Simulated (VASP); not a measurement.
# TaN in VASP: a series of runs

TaN is run at these levels: LDA; tasks: single point.

All numbers are computed with VASP 6.6.1; they aren't measurements. Logs are shortened: lines on timing, memory, paths and dates and some standing lists are left out, and cuts for length are marked.

## Step 1: The cell of the first run

The typed cell holds 2 atoms: a = 2.938 Å, b = 2.913 Å, c = 2.883 Å, α = 89.57°, β = 88.85°, γ = 119.13°.

## Step 2: Single point, LDA (equal xy, yz and zx shear strains of +2 %)

The input, INCAR:

```
SYSTEM = TaN
  PREC = Accurate
  ENCUT = 520
  EDIFF = 1E-6
  ISMEAR = -1
  SIGMA = 0.02
  LREAL = .False.
  LASPH = .True.
  NELM = 100
  ALGO = Normal
  ISIF = 2
  LWAVE = .False.
  LCHARG = .False.
  GGA = CA
  NBANDS = 15
```

The input, KPOINTS:

```
Automatic mesh
0
Gamma
  12 12 10
  0 0 0
```

The input, POSCAR:

```
TaN
1.0
    2.9379988584      0.0293799886      0.0293799886
   -1.4435556127      2.5296916534      0.0107538222
    0.0288300000      0.0288300000      2.8830000000
Ta N
1 1
Direct
    0.3333333333      0.6666666667      0.5000000000
    0.0000000000      0.0000000000      0.0000000000
```

Potentials or basis: VASP PAW LDA potentials, release 64 (Ta_pv, N).

Launch:

```sh
cat potpaw_LDA.64/Ta_pv/POTCAR potpaw_LDA.64/N/POTCAR > POTCAR
mpirun -np 1 vasp_std > vasp.out
```

OUTCAR:

```text
SYSTEM = TaN
   PREC = Accurate
   ENCUT = 520
   EDIFF = 1E-6
   ISMEAR = -1
   LREAL = .False.
   LASPH = .True.
   NELM = 100
   ISIF = 2
   GGA = CA

 ion  position               nearest neighbor table
   1  0.333  0.667  0.500-   2 2.20   2 2.21   2 2.21   2 2.22   2 2.25   2 2.27
   2  0.000  0.000  0.000-   1 2.20   1 2.21   1 2.21   1 2.22   1 2.25   1 2.27

  LATTYP: Found a triclinic cell.
 ALAT       =     5.0892721463
 B/A-ratio  =     0.5723042227
 C/A-ratio  =     0.5665423665
 COS(alpha) =     0.0074204947
 COS(beta)  =     0.0200959808
 COS(gamma) =     0.8635246262

  Lattice vectors:

 A1 = (   0.0508876330,   5.0887632954,   0.0508876330)
 A2 = (  -1.4435556127,   2.5296916534,   0.0107538222)
 A3 = (   0.0288300000,   0.0288300000,   2.8830000000)

Analysis of symmetry for initial positions (statically):
=====================================================================
 Subroutine PRICEL returns:
 Original cell was already a primitive cell.

 Routine SETGRP: Setting up the symmetry group for a
 triclinic supercell.

 Subroutine GETGRP returns: Found  1 space group operations
 (whereof  1 operations were pure point group operations)
 out of a pool of  2 trial point group operations.

The static configuration has the point symmetry C_1 .

Analysis of symmetry for dynamics (positions and initial velocities):
=====================================================================
 Subroutine PRICEL returns:
 Original cell was already a primitive cell.

 Routine SETGRP: Setting up the symmetry group for a
 triclinic supercell.

 Subroutine GETGRP returns: Found  1 space group operations
 (whereof  1 operations were pure point group operations)
 out of a pool of  2 trial point group operations.

The dynamic configuration has the point symmetry C_1 .

 Subroutine INISYM returns: Found  1 space group operations
 (whereof  1 operations are pure point group operations),
 and found     1 'primitive' translations

----------------------------------------------------------------------------------------

                                     Primitive cell

  volume of cell :      21.5451

  direct lattice vectors                    reciprocal lattice vectors
     2.937998858  0.029379989  0.029379989     0.338489099  0.193179676 -0.005316688
    -1.443555613  2.529691653  0.010753822    -0.003892086  0.393100642 -0.003892086
     0.028830000  0.028830000  2.883000000    -0.003434947 -0.003434947  0.346929608

  length of vectors
     2.938292644  2.912611940  2.883288286     0.389771118  0.393139176  0.346963615

  position of ions in fractional coordinates (direct lattice)
     0.333333333  0.666666667  0.500000000
     0.000000000  0.000000000  0.000000000

  ion indices of the primitive-cell ions
   primitive index   ion index
                 1           1
                 2           2

----------------------------------------------------------------------------------------

 KPOINTS: Automatic mesh

Automatic generation of k-mesh.
 Grid dimensions read from file:
 generate k-points for:   12   12   10

 Generating k-lattice:

  Cartesian coordinates                     Fractional coordinates (reciprocal lattice)
     0.028207425  0.016098306 -0.000443057     0.083333333 -0.000000000  0.000000000
    -0.000324340  0.032758387 -0.000324340     0.000000000  0.083333333  0.000000000
    -0.000343495 -0.000343495  0.034692961     0.000000000 -0.000000000  0.100000000

  Length of vectors
     0.032480927  0.032761598  0.034696362

  Shift w.r.t. Gamma in fractional coordinates (k-lattice)
     0.000000000  0.000000000  0.000000000

 Subroutine IBZKPT returns following result:
 ===========================================

 Found    724 irreducible k-points:

 Following reciprocal coordinates:
            Coordinates               Weight
  0.000000  0.000000  0.000000      1.000000
  0.083333 -0.000000  0.000000      2.000000
  0.166667 -0.000000  0.000000      2.000000
  0.250000 -0.000000  0.000000      2.000000
  0.333333 -0.000000  0.000000      2.000000
  0.416667 -0.000000  0.000000      2.000000
[... 16 lines left out ...]
  0.250000  0.166667 -0.000000      2.000000
  0.333333  0.166667  0.000000      2.000000
 [... further k-points ...]
   k-points           NKPTS =    724   k-points in BZ     NKDIM =    724   number of bands    NBANDS=     15
   number of dos      NEDOS =    301   number of ions     NIONS =      2
   total plane-waves  NPLWV =  13824
   dimension x,y,z NGX =    24 NGY =   24 NGZ =   24
   dimension x,y,z NGXF=    48 NGYF=   48 NGZF=   48
   ions per type =               1   1
   NGX,Y,Z   is equivalent  to a cutoff of  13.58, 13.70, 13.84 a.u.
   NGXF,Y,Z  is equivalent  to a cutoff of  27.16, 27.40, 27.68 a.u.
 SYSTEM =  TaN
   PREC   = accura    normal or accurate (medium, high low for compatibility)
   ISTART =      0    job   : 0-new  1-cont  2-samecut
   ICHARG =      2    charge: 1-file 2-atom 10-const
[... 53 lines left out ...]
 Fermi energy:         8.1376239364

 k-point     1 :       0.0000    0.0000    0.0000
  band No.  band energies     occupation
      1     -26.5204      2.00000
      2     -26.2746      2.00000
      3     -26.2296      2.00000
      4      -9.4280      2.00000
      5       3.4317      2.00000
      6       3.6759      2.00000
      7       3.9334      2.00000
      8       5.2370      2.00000
      9      10.4290      0.00000
     10      11.4832      0.00000
     11      11.6928      0.00000
     12      12.1496      0.00000
     13      12.2086      0.00000
     14      20.4982      0.00000
     15      21.3179      0.00000

 k-point     2 :       0.0833   -0.0000    0.0000
  band No.  band energies     occupation
      1     -26.5112      2.00000
      2     -26.3471      2.00000
      3     -26.2466      2.00000
      4      -9.2839      2.00000
      5       3.0477      2.00000
      6       3.7740      2.00000
      7       4.1159      2.00000
      8       5.0305      2.00000
      9      10.8903      0.00000
     10      11.2756      0.00000
     11      11.7061      0.00000
     12      12.1465      0.00000
     13      12.3057      0.00000
     14      20.4991      0.00000
     15      21.2669      0.00000

 k-point     3 :       0.1667   -0.0000    0.0000
  band No.  band energies     occupation
      1     -26.5451      2.00000
      2     -26.4857      2.00000
      3     -26.2883      2.00000
      4      -8.8862      2.00000
      5       2.2001      2.00000
      6       4.0544      2.00000
      7       4.4145      2.00000
      8       4.6573      2.00000
      9      10.6134      0.00000
     10      11.7041      0.00000
     11      12.0162      0.00000
     12      12.1403      0.00000
     13      12.7513      0.00000
     14      20.5017      0.00000
     15      21.1933      0.00000

 k-point     4 :       0.2500   -0.0000    0.0000
  band No.  band energies     occupation
      1     -26.8058      2.00000
      2     -26.4509      2.00000
      3     -26.3438      2.00000
      4      -8.3280      2.00000
      5       1.2896      2.00000
      6       3.8856      2.00000
      7       4.4324      2.00000
      8       4.9867      2.00000
      9      10.2558      0.00000
     10      11.5778      0.00000
     11      12.1960      0.00000
     12      12.9715      0.00000
     13      13.5501      0.00000
     14      20.5063      0.00000
     15      21.2972      0.00000
[... 307 lines left out ...]
 k-point    22 :       0.1667    0.1667    0.0000
  band No.  band energies     occupation
      1     -26.8650      2.00000
      2     -26.4513      2.00000
      3     -26.4320      2.00000
      4      -8.0279      2.00000
      5       1.0831      2.00000
      6       3.6447      2.00000
      7       4.1306      2.00000
      8       5.5328      2.00000
      9       9.6840      0.00000
     10      10.9007      0.00000
     11      12.5971      0.00000
     12      13.7126      0.00000
     13      14.3149      0.00000
     14      20.5097      0.00000
     15      21.5814      0.00000

 k-point    23 :       0.2500    0.1667   -0.0000
  band No.  band energies     occupation
      1     -27.0363      2.00000
      2     -26.5472      2.00000
      3     -26.4016      2.00000
      4      -7.4968      2.00000
      5       0.5921      2.00000
      6       3.2783      2.00000
      7       3.8455      2.00000
      8       6.1314      2.00000
      9       9.5768      0.00000
     10      10.3805      0.00000
     11      12.8892      0.00000
     12      14.3448      0.00000
     13      15.6031      0.00000
     14      20.5094      0.00000
     15      21.8248      0.00000

 k-point    24 :       0.3333    0.1667    0.0000
  band No.  band energies     occupation
      1     -27.1610      2.00000
      2     -26.6173      2.00000
      3     -26.3786      2.00000
      4      -7.0807      2.00000
      5       0.2728      2.00000
      6       3.0321      2.00000
      7       3.5228      2.00000
      8       6.4612      2.00000
      9       9.9351      0.00000
     10      10.2763      0.00000
     11      12.4731      0.00000
     12      14.6966      0.00000
     13      17.2168      0.00000
     14      20.4880      0.00000
     15      20.9932      0.00000

 [... further k-points ...]
[... 5 lines left out ...]
  --------------------------------------------------------------------------------------
  -------------------------------------------------------------------------------------
  Total       -1.2309679     -1.1698191     -1.3829643     -0.5595363     -0.6259094     -0.6269825
  in kB      -91.5394355    -86.9921765   -102.8424642    -41.6092349    -46.5449930    -46.6247943
  external PRESSURE =     -93.7913587 kB  Pullay stress =       0.0000000 kB

 VOLUME and BASIS-vectors are now :
 -----------------------------------------------------------------------------
  energy-cutoff  :      520.00
  volume of cell :       21.55
      direct lattice vectors                 reciprocal lattice vectors
     2.937998858  0.029379989  0.029379989     0.338489099  0.193179676 -0.005316688
    -1.443555613  2.529691653  0.010753822    -0.003892086  0.393100642 -0.003892086
     0.028830000  0.028830000  2.883000000    -0.003434947 -0.003434947  0.346929608

 POSITION                                       TOTAL-FORCE (eV/Angst)
 -----------------------------------------------------------------------------------
      0.03138      1.71067      1.45846         0.007061     -0.001776     -0.020230
      0.00000      0.00000      0.00000        -0.007061      0.001776      0.020230
 -----------------------------------------------------------------------------------
    total drift:                                0.000222      0.000062      0.000019

  FREE ENERGIE OF THE ION-ELECTRON SYSTEM (eV)
  ---------------------------------------------------
  free  energy   TOTEN  =       -24.6830165254 eV

  energy  without entropy=      -24.6829251258  energy(sigma->0) =      -24.68297083
```

Wall time 68 s (1 thread of Intel Xeon 6975P-C (Granite Rapids), shared host); peak memory 0.33 GiB.

What came out:

* Free energy: -24.6830 eV
* Pressure: -9.4 GPa
* Largest force: 0.022 eV/Å
* Band gap on the k mesh: zero (band 8 reaches 8.33 eV, above the bottom of band 9 at 8.08 eV)

Forces on the atoms (eV/Å):
```
Ta   0.007 -0.002 -0.020
N   -0.007  0.002  0.020
```

Stress tensor (GPa, compression positive):
```
 -9.15  -4.16  -4.66
 -4.16  -8.70  -4.65
 -4.66  -4.65 -10.28
```

Caveat: the cell differs from its parent crystal (equal xy, yz and zx shear strains of +2 %); spin-orbit coupling is left out, which moves the levels of the heavy elements.

## Step 3: Single point, LDA (volume scaled by 0.94)

The input, INCAR:

```
SYSTEM = TaN
ALGO = Normal
EDIFF = 1E-6
ENCUT = 520
GGA = CA
ISIF = 2
ISMEAR = -1
LASPH = .TRUE.
LCHARG = .TRUE.
LELF = .TRUE.
LREAL = .FALSE.
LVHAR = .TRUE.
LWAVE = .FALSE.
NBANDS = 15
NELM = 60
PREC = Accurate
SIGMA = 0.02
```

The input, KPOINTS:

```
k-points
0
G
  12 12 10
  0 0 0
```

The input, POSCAR:

```
TaN
1.0
    2.8780228691      0.0000000000      0.0000000000
   -1.4390114346      2.4924409174      0.0000000000
    0.0000000000      0.0000000000      2.8241467514
Ta N
1 1
Direct
    0.3333333333      0.6666666667      0.5000000000
    0.0000000000      0.0000000000      0.0000000000
```

Potentials or basis: VASP PAW LDA potentials, release 64 (Ta_pv, N).

Launch:

```sh
cat potpaw_LDA.64/Ta_pv/POTCAR potpaw_LDA.64/N/POTCAR > POTCAR
mpirun -np 1 vasp_std > vasp.out
```

Run time: 40 s. Hardware: 1 thread of Intel Xeon 8259CL, shared host; peak memory 0.16 GiB.

The run converged. Its results:

| Item | Value |
| --- | --- |
| Free energy | -24.6872 eV |
| Pressure | 14.2 GPa |
| Band gap on the k mesh | zero (band 8 reaches 9.18 eV, above the bottom of band 9 at 8.65 eV) |

Stress tensor (GPa, compression positive):
```
13.75  0.00  0.00
 0.00 13.75  0.00
 0.00  0.00 15.26
```

Levels at points of the mesh, in eV from the Fermi level:
| k point | band 6 | band 7 | band 8 | band 9 | band 10 | band 11 |
| --- | --- | --- | --- | --- | --- | --- |
| (0.00, 0.00, 0.00) | -4.91 | -4.59 | -3.03 | 2.75 | 3.78 | 3.78 |
| (0.50, 0.00, 0.00) | -5.59 | -3.83 | -3.33 | 3.11 | 4.32 | 5.46 |
| (0.00, 0.00, 0.50) | -4.05 | -4.05 | -0.23 | -0.23 | 2.53 | 3.37 |
| (0.50, 0.00, 0.50) | -6.45 | -6.13 | -0.23 | 4.56 | 5.73 | 6.54 |

Caveat: spin-orbit coupling is left out, which moves the levels of the heavy elements.

## Step 4: Single point, LDA (volume scaled by 0.96)

The input, INCAR:

```
SYSTEM = TaN
ALGO = Normal ; EDIFF = 1E-6
ENCUT = 520 ; GGA = CA
ISIF = 2 ; ISMEAR = -1
LASPH = .True. ; LCHARG = .False.
LREAL = .False. ; LWAVE = .False.
NBANDS = 15 ; NELM = 60
PREC = Accurate ; SIGMA = 0.02
```

The input, KPOINTS:

```
k-points
0
Gamma
  12 12 10
  0 0 0
```

The input, POSCAR:

```
TaN
1.0
    2.8982913036      0.0000000000      0.0000000000
   -1.4491456518      2.5099938965      0.0000000000
    0.0000000000      0.0000000000      2.8440357641
Ta N
1 1
Direct
    0.3333333333      0.6666666667      0.5000000000
    0.0000000000      0.0000000000      0.0000000000
```

Launch:

```sh
cat potpaw_LDA.64/Ta_pv/POTCAR potpaw_LDA.64/N/POTCAR > POTCAR
mpirun -np 1 vasp_std > vasp.out
```

Run time: 52 s. Hardware: 1 thread of Intel Xeon 8259CL, shared host; peak memory 0.16 GiB.

The run converged. Its results:

- Free energy: -24.7137 eV
- Pressure: 5.3 GPa
- Band gap on the k mesh: zero (band 8 reaches 8.94 eV, above the bottom of band 9 at 8.42 eV)

Stress tensor (GPa, compression positive):
```
5.19 0.00 0.00
0.00 5.19 0.00
0.00 0.00 5.63
```

Levels at points of the mesh, in eV from the Fermi level:
| k point | band 5 | band 6 | band 7 | band 8 | band 9 | band 10 | band 11 | band 12 |
| --- | --- | --- | --- | --- | --- | --- | --- | --- |
| (0.00, 0.00, 0.00) | -4.82 | -4.82 | -4.48 | -3.01 | 2.59 | 3.68 | 3.68 | 4.08 |
| (0.50, 0.00, 0.00) | -8.56 | -5.48 | -3.74 | -3.29 | 3.02 | 4.19 | 5.33 | 5.49 |
| (0.00, 0.00, 0.50) | -9.65 | -3.97 | -3.97 | -0.22 | -0.22 | 2.47 | 3.31 | 3.31 |
| (0.50, 0.00, 0.50) | -7.62 | -6.38 | -6.01 | -0.28 | 4.40 | 5.56 | 6.34 | 7.34 |

Caveat: spin-orbit coupling is left out, which moves the levels of the heavy elements.

## Step 5: Single point, LDA (volume scaled by 0.98)

The input, INCAR:

```
SYSTEM = TaN
ALGO     = Normal         ! electronic algorithm
EDIFF    = 1E-7           ! SCF threshold, eV
ENCUT    = 520            ! plane-wave cutoff, eV
GGA      = CA             ! functional
ISIF     = 2              ! what is computed and relaxed
ISMEAR   = -1             ! smearing method
LASPH    = .TRUE.         ! aspherical terms in the spheres
LCHARG   = .FALSE.        ! write CHGCAR
LREAL    = .FALSE.        ! projectors in reciprocal space
LWAVE    = .FALSE.        ! write WAVECAR
NBANDS   = 15             ! bands
NELM     = 100            ! most SCF steps
PREC     = Accurate       ! precision mode
SIGMA    = 0.02           ! smearing width, eV
```

The input, KPOINTS:

```
k-points
0
G
  12 12 10
  0 0 0
```

The input, POSCAR:

```
TaN
1.0
    2.9182801511      0.0000000000      0.0000000000
   -1.4591400756      2.5273047463      0.0000000000
    0.0000000000      0.0000000000      2.8636504237
Ta N
1 1
Direct
    0.3333333333      0.6666666667      0.5000000000
    0.0000000000      0.0000000000      0.0000000000
```

Launch:

```sh
cat potpaw_LDA.64/Ta_pv/POTCAR potpaw_LDA.64/N/POTCAR > POTCAR
mpirun -np 1 vasp_std > vasp.out
```

Wall time 92 s (1 thread of Intel Xeon 8259CL, shared host); peak memory 0.16 GiB.

The run converged. Its results:

```
Free energy            : -24.7175 eV
Pressure               : -2.7 GPa
Band gap on the k mesh : zero (band 8 reaches 8.71 eV, above the bottom of band 9 at 8.20 eV)
```

Stress tensor (GPa, compression positive):
```
-2.48  0.00  0.00
 0.00 -2.48  0.00
 0.00  0.00 -3.00
```

Levels at points of the mesh, in eV from the Fermi level:
| k point | band 6 | band 7 | band 8 | band 9 | band 10 | band 11 |
| --- | --- | --- | --- | --- | --- | --- |
| (0.00, 0.00, 0.00) | -4.72 | -4.38 | -2.99 | 2.43 | 3.58 | 3.58 |
| (0.50, 0.00, 0.00) | -5.38 | -3.65 | -3.26 | 2.93 | 4.06 | 5.21 |
| (0.00, 0.00, 0.50) | -3.90 | -3.90 | -0.21 | -0.21 | 2.41 | 3.24 |
| (0.50, 0.00, 0.50) | -6.30 | -5.89 | -0.33 | 4.24 | 5.40 | 6.14 |

Caveat: spin-orbit coupling is left out, which moves the levels of the heavy elements.

## Step 6: Summary

| cell | gap on the mesh (eV) | pressure (GPa) |
| --- | --- | --- |
| a = 2.938, b = 2.913, c = 2.883 Å, angles 89.6, 88.8, 119.1°, 2 atoms | none | -9.4 |
| a = 2.878, b = 2.878, c = 2.824 Å, angles 90.0, 90.0, 120.0°, 2 atoms | none | 14.2 |
| a = 2.898, b = 2.898, c = 2.844 Å, angles 90.0, 90.0, 120.0°, 2 atoms | none | 5.3 |
| a = 2.918, b = 2.918, c = 2.864 Å, angles 90.0, 90.0, 120.0°, 2 atoms | none | -2.7 |

Alike in all rows: task single point; level LDA; potentials or basis VASP PAW LDA potentials, release 64 (Ta_pv, N); no spin polarisation; k mesh 12 × 12 × 10; cutoff (eV) 520; smearing fermi-dirac 0.02 eV.

Caveats: spin-orbit coupling is left out, which moves the levels of the heavy elements.

Total energies depend on the potentials used, so only differences within one code and one set of settings carry meaning.
